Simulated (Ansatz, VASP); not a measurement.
## TaN in VASP and in Ansatz

The input INCAR:

```
PREC     = Accurate       # precision mode
ENCUT    = 600            # plane-wave cutoff, eV
EDIFF    = 1E-6           # SCF threshold, eV
ISMEAR   = -1             # smearing method
SIGMA    = 0.05           # smearing width, eV
LREAL    = False          # projectors in reciprocal space
LASPH    = True           # aspherical terms in the spheres
NELM     = 120            # most SCF steps
ALGO     = Normal         # electronic algorithm
ISIF     = 2              # what is computed and relaxed
LWAVE    = False          # write WAVECAR
LCHARG   = False          # write CHGCAR
GGA      = B5             # functional
ALDAX    = 1.0          
AGGAX    = 1.0          
AGGAC    = 1.0          
ALDAC    = 0.0          
NBANDS   = 36             # bands
GGA_COMPAT= False
```

File KPOINTS:

```
regular mesh
0
Gamma
  6 6 9
```

File POSCAR:

```
TaN
1.0
    5.1960000000      0.0000000000      0.0000000000
   -2.5980000000      4.4998679981      0.0000000000
    0.0000000000      0.0000000000      2.9110000000
Ta N
3 3
Direct
    0.0000000000      0.0000000000      0.0000000000
    0.6666666667      0.3333333333      0.5000000000
    0.3333333333      0.6666666667      0.5000000000
    0.0000000000      0.3928500000      0.0000000000
    0.6071500000      0.6071500000      0.0000000000
    0.3928500000      0.0000000000      0.0000000000
```

input.yaml

```yaml
crystal:
  lattice:
    - [5.196, 0.0, 0.0]
    - [-2.598, 4.4998679981, 0.0]
    - [0.0, 0.0, 2.911]
  atoms:
    - { symbol: Ta, position: [0.0, 0.0, 0.0] }
    - { symbol: Ta, position: [0.6666666667, 0.3333333333, 0.5] }
    - { symbol: Ta, position: [0.3333333333, 0.6666666667, 0.5] }
    - { symbol: "N", position: [0.0, 0.39285, 0.0] }
    - { symbol: "N", position: [0.60715, 0.60715, 0.0] }
    - { symbol: "N", position: [0.39285, 0.0, 0.0] }
hamiltonian:
  xc: blyp
  pseudopotentials: { kind: paw }
kpoints:
  mp_grid: { grid: [6, 6, 9] }
  band_path:
    path:
      - [[0.0, 0.0, 0.0], [0.5, 0.0, 0.0], [0.3333333333, 0.3333333333, 0.0], [0.0, 0.0, 0.0], [0.0, 0.0, 0.5], [0.5, 0.0, 0.5], [0.3333333333, 0.3333333333, 0.5], [0.0, 0.0, 0.5]]
      - [[0.5, 0.0, 0.5], [0.5, 0.0, 0.0]]
      - [[0.3333333333, 0.3333333333, 0.0], [0.3333333333, 0.3333333333, 0.5]]
    npoints: 14
scf:
  occupations: { method: fermi_dirac, width: 0.05 }
  n_extra_bands: 15
output:
  forces: true
  stress: true
  eigenvalues: true
  fatbands: false
```

Alike in both runs: functional BLYP; k mesh 6 × 6 × 9; occupations fermi-dirac, width 0.05 eV; no spin polarisation.

|  | VASP | Ansatz |
| --- | --- | --- |
| version | VASP 6.6.1 | Ansatz 0.2.0 |
| potentials or method | VASP PAW PBE potentials, release 64 (Ta_sv_GW, N) | Ansatz PAW |
| plane-wave cutoff (eV) | 600 | 420 |
| valence electrons in the cell | 54 | 54 |
| task | single point | band structure |

|  | VASP | Ansatz | Ansatz less VASP |
| --- | --- | --- | --- |
| gap on the k mesh at the Fermi level (eV) | none | none | - |
| pressure (GPa) | 16.2 | 15.3 | -0.94 |
| traceless stress, the component that is largest in VASP (GPa) | -1.00 | -0.97 | +0.033 |
| rms of the force components (eV/Å) | 0.009 | 0.017 | +0.0079 |

VASP's potentials were made for PBE, not for BLYP. Atom by atom the forces differ by 0.008 eV/Å (rms over components). A gap of «none» marks a metal or a gap that the smearing closes.

Neither program's run includes spin-orbit coupling.
